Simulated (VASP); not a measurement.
**TiCo: single point with PBE**

Crystal: TiCo.

```xyz
2
Lattice="2.9852 0.0000 0.0000 0.0000 2.9852 0.0000 0.0000 0.0000 2.9852" Properties=species:S:1:pos:R:3 pbc="T T T"
Ti    0.0000    0.0000    0.0000
Co    1.4926    1.4926    1.4926
```

| Property | Result |
| --- | --- |
| Program | VASP 6.6.1 |
| Task | single point |
| Functional | PBE |
| Potentials or basis | VASP PAW PBE potentials, release 64 (Ti_sv, Co) |
| Cutoff | 520 eV |
| k mesh | 18 × 18 × 18 |
| Occupations | gaussian, width 0.1 eV |
| Spin | collinear spin, ferromagnetic start |
| Starting moments | [0.0, 0.6] μB |

```json
{"Pressure": "-0.6 GPa", "Net moment": "0.86 μB per cell", "Site moments": "Ti -0.03; Co +0.94 μB", "Valence electrons inside the program's atomic spheres": "Ti 10.29; Co 8.29"}
```

Levels at points of the mesh, in eV from the Fermi level:
Spin up:
```csv
k point,band 8,band 9,band 10,band 11,band 12,band 13,band 14,band 15
"(0.00, 0.00, 0.00)",-1.88,-1.88,-1.88,0.47,0.47,2.66,2.66,2.66
"(0.50, 0.00, 0.00)",-2.00,-2.00,-1.53,-0.70,-0.62,0.66,0.66,2.23
"(0.50, 0.50, 0.00)",-2.74,-1.52,-0.79,0.63,0.63,1.10,2.44,2.44
"(0.50, 0.50, 0.50)",-2.09,-2.09,-2.09,-1.49,-1.49,3.19,3.19,6.92
```
Spin down:
| k point | band 8 | band 9 | band 10 | band 11 | band 12 | band 13 |
| --- | --- | --- | --- | --- | --- | --- |
| (0.00, 0.00, 0.00) | -1.33 | -1.33 | -1.33 | 1.02 | 1.02 | 2.76 |
| (0.50, 0.00, 0.00) | -1.41 | -1.41 | -0.90 | -0.81 | 0.59 | 0.66 |
| (0.50, 0.50, 0.00) | -2.30 | -0.01 | 0.29 | 0.60 | 0.60 | 1.25 |
| (0.50, 0.50, 0.50) | -2.09 | -2.09 | -2.09 | 0.03 | 0.03 | 3.12 |

Run time: 2.5 min on 1 thread of Intel(R) Xeon(R) Platinum 8259CL CPU @ 2.50GHz (Skylake/Cascade Lake), with other jobs on the host, peak memory 0.31 GiB.
